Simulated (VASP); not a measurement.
Here is a VASP 6.6.1 calculation.

Contents of INCAR:

```
SYSTEM = C
PREC     = Accurate       ! precision mode
ENCUT    = 520            ! plane-wave cutoff, eV
EDIFF    = 1E-7           ! SCF threshold, eV
ISMEAR   = 0              ! smearing method
SIGMA    = 0.03           ! smearing width, eV
LREAL    = .FALSE.        ! projectors in reciprocal space
LASPH    = .TRUE.         ! aspherical terms in the spheres
NELM     = 80             ! most SCF steps
ALGO     = Normal         ! electronic algorithm
ISIF     = 2              ! what is computed and relaxed
LWAVE    = .FALSE.        ! write WAVECAR
LCHARG   = .TRUE.         ! write CHGCAR
GGA      = CA             ! functional
LELF     = .TRUE.         ! ELF
LVHAR    = .TRUE.       
NBANDS   = 26             ! bands
```

Contents of KPOINTS:

```
Automatic mesh
0
G
  15 15 3
  0 0 0
```

POSCAR

```
C
1.0
   -1.2226660053     -2.1164534110      0.0000000000
    1.2226660053     -2.1164534110      0.0000000000
    0.5434071135     -0.9406459604     13.4515291704
C
8
Direct
    0.3332964337      0.2777408781      0.1250000000
    0.8332964337      0.6666297670      0.3750000000
    0.3332964337      0.0555186559      0.6250000000
    0.8332964337      0.4444075448      0.8750000000
    0.6667035663      0.6111480107      0.1250000000
    0.1667035663      0.0000368996      0.3750000000
    0.6667035663      0.3889257885      0.6250000000
    0.1667035663     -0.2221853226      0.8750000000
```

Potentials or basis: VASP PAW LDA potentials, release 64 (C).

The run is started by

```console
$ cat potpaw_LDA.64/C/POTCAR > POTCAR
$ mpirun -np 1 vasp_std > vasp.out
```

**Question.** Estimate the largest force.

**Answer.** 0.008 eV/Å.

**Question.** What does it give for the pressure?

**Answer.** 0.9 GPa.

Stress tensor (GPa, compression positive):
```
 1.35  0.05 -0.04
 0.05  1.51 -0.03
-0.04 -0.03 -0.20
```
